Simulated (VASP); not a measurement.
Here is a VASP 6.6.1 calculation.

Contents of POSCAR:

```
GeMo
1.0
    0.0000000000      2.3336624572      2.3336624572
    2.3336624572      0.0000000000      2.3336624572
    2.3336624572      2.3336624572      0.0000000000
Mo Ge
1 1
Direct
    0.0000000000      0.0000000000      0.0000000000
    0.5000000000      0.5000000000      0.5000000000
```

INCAR.step1

```
ALGO = Normal
EDIFF = 1E-4
ENCUT = 520
GGA = PE
ISMEAR = -1
LASPH = True
LCHARG = False
LREAL = False
LWAVE = True
NBANDS = 21
NELM = 80
PREC = Accurate
SIGMA = 0.08
```

Contents of INCAR.step2:

```
ALGO = Normal
EDIFF = 1E-7
ENCUT = 520
ISIF = 2
ISMEAR = -1
ISTART = 1
LASPH = True
LCHARG = False
LMIXTAU = True
LREAL = False
LWAVE = False
METAGGA = R2SCAN
NBANDS = 21
NELM = 80
PREC = Accurate
SIGMA = 0.08
```

File KPOINTS:

```
k-points
0
Gamma
  14 14 14
```

Potentials or basis: VASP PAW PBE potentials, release 64 (Mo_sv, Ge_d).

The run is started by

```sh
$ cat potpaw_PBE.64/Mo_sv/POTCAR potpaw_PBE.64/Ge_d/POTCAR > POTCAR
$ cp INCAR.step1 INCAR
$ mpirun -np 1 vasp_std > vasp.out
$ cp INCAR.step2 INCAR
$ mpirun -np 1 vasp_std > vasp.out
```

Predict the pressure.

84.6 GPa.

Estimate the band gap on the k mesh.

zero (bands 14 and 15 overlap by 3.16 eV).

Caveat: the cell stands under pressure; the PAW data sets were made with another functional, which shifts forces and pressure a little.
